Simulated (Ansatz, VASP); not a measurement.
HgTe: VASP beside Ansatz

The input POSCAR:

```
HgTe
1.0
    0.0000000000      2.8312468571      2.8312468571
    2.8312468571      0.0000000000      2.8312468571
    2.8312468571      2.8312468571      0.0000000000
Hg Te
1 1
Direct
    0.0000000000      0.0000000000      0.0000000000
    0.2500000000      0.2500000000      0.2500000000
```

File INCAR.step1:

```
SYSTEM = HgTe
ALGO = Normal
EDIFF = 1E-4
ENCUT = 520
GGA = PE
ISMEAR = -1
LASPH = .True.
LCHARG = .False.
LREAL = .False.
LWAVE = .True.
NBANDS = 16
NELM = 100
PREC = Accurate
SIGMA = 0.08
```

Contents of INCAR.step2:

```
SYSTEM = HgTe
ALGO = Normal
EDIFF = 1E-7
ENCUT = 520
ISIF = 2
ISMEAR = -1
ISTART = 1
LASPH = .True.
LCHARG = .False.
LMIXTAU = .True.
LREAL = .False.
LWAVE = .False.
METAGGA = R2SCAN
NBANDS = 16
NELM = 100
PREC = Accurate
SIGMA = 0.08
```

Contents of KPOINTS:

```
k-points
0
Gamma
  12 12 12
  0 0 0
```

Input for Ansatz:

```yaml
crystal:
  lattice:
    - [0.0, 2.8312468571, 2.8312468571]
    - [2.8312468571, 0.0, 2.8312468571]
    - [2.8312468571, 2.8312468571, 0.0]
  atoms:
    - { symbol: Hg, position: [0.0, 0.0, 0.0] }
    - { symbol: Te, position: [0.25, 0.25, 0.25] }
kpoints:
  mp_grid: { grid: [12, 12, 12] }
scf:
  occupations: { method: fermi_dirac, width: 0.08 }
hamiltonian:
  xc: r2scan
  pseudopotentials: { kind: paw }
output:
  forces: true
  stress: true
  eigenvalues: true
  populations: true
```

Change from the starting cell: volume scaled by 0.64, PAW files.

Alike in both runs: task single point; functional r2SCAN; k mesh 12 × 12 × 12; occupations fermi-dirac, width 0.08 eV; no spin polarisation.

|  | VASP | Ansatz |
| --- | --- | --- |
| version | VASP 6.6.1 | Ansatz 0.2.0 |
| potentials or method | VASP PAW PBE potentials, release 64 (Hg, Te) | PAW with Ansatz's default frozen-core files, scalar-relativistic |
| plane-wave cutoff (eV) | 520 | 500 |
| valence electrons in the cell | 18 | 36 |

VASP gave:

| Item | Value |
| --- | --- |
| pressure (GPa) | 56.1 |

**Question.** What did Ansatz give for the same quantities?

**Answer.** Pressure (GPa): 55.6.

VASP's potentials were made for PBE, not for r2SCAN. Both programs put the cell under a high pressure, so it lies far from rest at this level. The functional is the same, so the differences come from potentials, cutoffs and numerics. VASP's potentials hold 18 valence electrons a cell and Ansatz's 36, so a difference there can come from the potentials and not from the codes.

Spin-orbit coupling is off throughout.
